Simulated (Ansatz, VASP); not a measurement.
**One calculation of HRh6, two programs**

Contents of INCAR:

```
PREC = Accurate
ENCUT = 520
EDIFF = 1E-7
ISMEAR = 0
SIGMA = 0.1
LREAL = F
LASPH = T
NELM = 80
ALGO = Normal
ISIF = 2
LWAVE = F
LCHARG = T
LDIPOL = T
IDIPOL = 3
DIPOL = 0.5 0.5 0.287
GGA = PE
LELF = T
LVHAR = T
LVACPOTAV = T
NBANDS = 104
```

File KPOINTS:

```
regular mesh
0
Gamma
  5 5 1
```

The input POSCAR:

```
HRh6
1.0
    5.4163401145      0.0000000000      0.0000000000
    0.0000000000      5.4163401145      0.0000000000
    0.0000000000      0.0000000000     21.6737367085
Rh H
12 2
Direct
    0.2500000000      0.2500000000      0.1845551625
    0.2500000000      0.7500000000      0.1845551625
    0.7500000000      0.2500000000      0.1845551625
    0.7500000000      0.7500000000      0.1845551625
    0.0000000000      0.0000000000      0.2693761947
    0.0000000000      0.5000000000      0.2693761947
    0.5000000000      0.0000000000      0.2693761947
    0.5000000000      0.5000000000      0.2693761947
    0.2500000000      0.2500000000      0.3540569313
    0.2500000000      0.7500000000      0.3540569313
    0.7500000000      0.2500000000      0.3540569313
    0.7500000000      0.7500000000      0.3540569313
    0.2553698675      0.5000000000      0.3895838001
    0.7446301325      0.5000000000      0.3895838001
```

Input for Ansatz:

```yaml
crystal:
  lattice:
    - [5.4163401145, 0.0, 0.0]
    - [0.0, 5.4163401145, 0.0]
    - [0.0, 0.0, 21.6737367085]
  atoms:
    - { symbol: Rh, position: [0.25, 0.25, 0.1845551625] }
    - { symbol: Rh, position: [0.25, 0.75, 0.1845551625] }
    - { symbol: Rh, position: [0.75, 0.25, 0.1845551625] }
    - { symbol: Rh, position: [0.75, 0.75, 0.1845551625] }
    - { symbol: Rh, position: [0.0, 0.0, 0.2693761947] }
    - { symbol: Rh, position: [0.0, 0.5, 0.2693761947] }
    - { symbol: Rh, position: [0.5, 0.0, 0.2693761947] }
    - { symbol: Rh, position: [0.5, 0.5, 0.2693761947] }
    - { symbol: Rh, position: [0.25, 0.25, 0.3540569313] }
    - { symbol: Rh, position: [0.25, 0.75, 0.3540569313] }
    - { symbol: Rh, position: [0.75, 0.25, 0.3540569313] }
    - { symbol: Rh, position: [0.75, 0.75, 0.3540569313] }
    - { symbol: H, position: [0.2553698675, 0.5, 0.3895838001] }
    - { symbol: H, position: [0.7446301325, 0.5, 0.3895838001] }
basis:
  ecutwfc: 420
kpoints:
  mp_grid: { grid: [5, 5, 1] }
hamiltonian:
  xc: pbe
scf:
  occupations: { method: gaussian, width: 0.1 }
output:
  forces: true
  eigenvalues: true
efield:
  axis: 3
  dipole_correction: true
  ramp_width: 0.04
```

Alike in both runs: task single point; functional PBE; k mesh 5 × 5 × 1; occupations gaussian, width 0.1 eV; no spin polarisation.

|  | VASP | Ansatz |
| --- | --- | --- |
| version | VASP 6.6.1 | Ansatz 0.2.0 |
| potentials or method | VASP PAW PBE potentials, release 64 (Rh_pv, H), cutoff 520 eV | scalar-relativistic, plane waves, PAW |
| valence electrons in the cell | 182 | 206 |

```tsv
	VASP	Ansatz	Ansatz less VASP
gap on the k mesh at the Fermi level (eV)	none	none	-
rms of the force components (eV/Å)	0.857	0.848	-0.0084
work function, face that differs most (eV)	4.98	4.99	+0.001
```

Atom by atom the forces differ by 0.009 eV/Å (rms over components). A gap of «none» marks a metal or a gap that the smearing closes. VASP's potentials hold 182 valence electrons a cell and Ansatz's 206, so a difference there can come from the potentials and not from the codes.
